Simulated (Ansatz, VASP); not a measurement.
# Cr: VASP beside Ansatz

Contents of INCAR:

```
ALGO = Normal ; EDIFF = 1E-8
ENCUT = 520 ; GGA = PE
ISIF = 2 ; ISMEAR = -1
ISPIN = 2 ; LASPH = True
LCHARG = False ; LEFG = True
LMAXMIX = 4 ; LORBIT = 11
LREAL = False ; LWAVE = False
MAGMOM = -3 3 ; NBANDS = 23
NELM = 150 ; PREC = Accurate
SIGMA = 0.05
```

Contents of KPOINTS:

```
k-points
0
Gamma
  11 11 11
```

Contents of POSCAR:

```
Cr
1.0
    2.9688993551      0.0000000000      0.0000000000
    0.0000000000      2.9688993551      0.0000000000
    0.0000000000      0.0000000000      2.9688993551
Cr
2
Direct
    0.0000000000      0.0000000000      0.0000000000
    0.5000000000      0.5000000000      0.5000000000
```

Input for Ansatz:

```yaml
crystal:
  lattice:
    - [2.9688993551, 0.0, 0.0]
    - [0.0, 2.9688993551, 0.0]
    - [0.0, 0.0, 2.9688993551]
  atoms:
    - { symbol: Cr, position: [0.0, 0.0, 0.0], spin: -3.0 }
    - { symbol: Cr, position: [0.5, 0.5, 0.5], spin: 3.0 }
magnetization:
  spin_polarized: true
kpoints:
  mp_grid: { grid: [11, 11, 11] }
  band_path:
    path:
      - [0.0, 0.0, 0.0]
      - [0.0, 1.0, 0.0]
      - [0.5, 0.5, 0.0]
      - [0.0, 0.0, 0.0]
      - [0.5, 0.5, 0.5]
      - [0.0, 1.0, 0.0]
      - [0.5, 0.5, 0.5]
      - [0.5, 0.5, 0.0]
    npoints: 8
scf:
  occupations: { method: fermi_dirac, width: 0.05 }
hamiltonian:
  xc: pbe
  pseudopotentials: { kind: all_electron, datasets: crystal }
output:
  forces: true
  stress: true
  eigenvalues: true
  efg: { contact_densities: true }
```

Alike in both runs: task electric field gradients; functional PBE; k mesh 11 × 11 × 11; occupations fermi-dirac, width 0.05 eV; collinear spin.

|  | VASP | Ansatz |
| --- | --- | --- |
| version | VASP 6.6.1 | Ansatz 0.2.0 |
| potentials or method | VASP PAW PBE potentials, release 64 (Cr_pv), cutoff 520 eV | all-electron PAW with datasets made for the crystal, scalar-relativistic |

Ansatz gave:

```
pressure (GPa)                                                : -13.7
net moment per atom (μB)                                      : 0.00
size of the moment on the site where the two differ most (μB) : 1.69
```

Question: What did VASP give for the same quantities?

Answer: Pressure (GPa): -13.4; net moment per atom (μB): 0.00; size of the moment on the site where the two differ most (μB): 1.80.

Site moments also hang on the region over which each program counts them. Ansatz ran all-electron here, and VASP with PAW potentials.
